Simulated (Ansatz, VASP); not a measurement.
# Two plane-wave programs on Ru

The input INCAR:

```
SYSTEM = Ru
PREC = Accurate
ENCUT = 520
EDIFF = 1E-7
ISMEAR = -1
SIGMA = 0.1
LREAL = .FALSE.
LASPH = .TRUE.
NELM = 80
ALGO = Normal
ISIF = 2
LWAVE = .FALSE.
LCHARG = .FALSE.
GGA = CA
NBANDS = 36
```

The input KPOINTS:

```
Automatic mesh
0
G
  15 15 4
  0 0 0
```

Contents of POSCAR:

```
Ru
1.0
    2.7332592450      0.0000000000      0.0000000000
   -1.3666296225      2.3670719413      0.0000000000
    0.0000000000      0.0000000000      8.7767008785
Ru
4
Direct
    0.0000000000      0.0000000000      1.0000000000
    0.0000000000      0.0000000000      0.5000000000
    0.3333333333      0.6666666667      0.2500000000
    0.6666666667      0.3333333333      0.7500000000
```

Input for Ansatz:

```yaml
crystal:
  lattice:
    - [2.733259245, 0.0, 0.0]
    - [-1.3666296225, 2.3670719413, 0.0]
    - [0.0, 0.0, 8.7767008785]
  atoms:
    - { symbol: Ru, position: [0.0, 0.0, 1.0] }
    - { symbol: Ru, position: [0.0, 0.0, 0.5] }
    - { symbol: Ru, position: [0.3333333333, 0.6666666667, 0.25] }
    - { symbol: Ru, position: [0.6666666667, 0.3333333333, 0.75] }
hamiltonian:
  xc: lda
  pseudopotentials:
    kind: paw
    azcp:
      Ru: "pseudopotentials/Ru.paw.azcp"
basis:
  ecutwfc: 420
  fft_grid_basis: typed
kpoints:
  mp_grid: { grid: [15, 15, 4], shift: [0, 0, 0] }
magnetization:
  spin_polarized: false
scf:
  occupations: { method: fermi_dirac, width: 0.1 }
  lower_state_search: "off"
output:
  stress: true
```

Alike in both runs: task single point; functional LDA; k mesh 15 × 15 × 4; occupations fermi-dirac, width 0.1 eV; no spin polarisation.

|  | VASP | Ansatz |
| --- | --- | --- |
| version | VASP 6.6.1 | Ansatz 0.2.0 |
| potentials or method | VASP PAW LDA potentials, release 64 (Ru_pv), cutoff 520 eV | plane waves (420 eV) with PAW, scalar-relativistic |
| valence electrons in the cell | 56 | 64 |

```csv
,VASP,Ansatz,Ansatz less VASP
pressure (GPa),-22.5,-23.2,-0.66
"traceless stress, the component that is largest in VASP (GPa)",0.25,0.23,-0.019
```

Ansatz warns that its potentials were made for another functional, while VASP's fit it. LDA's correlation is that of Perdew and Zunger in VASP and of Perdew and Wang (1992) in Ansatz. VASP's potentials hold 56 valence electrons a cell and Ansatz's 64, so a difference there can come from the potentials and not from the codes.
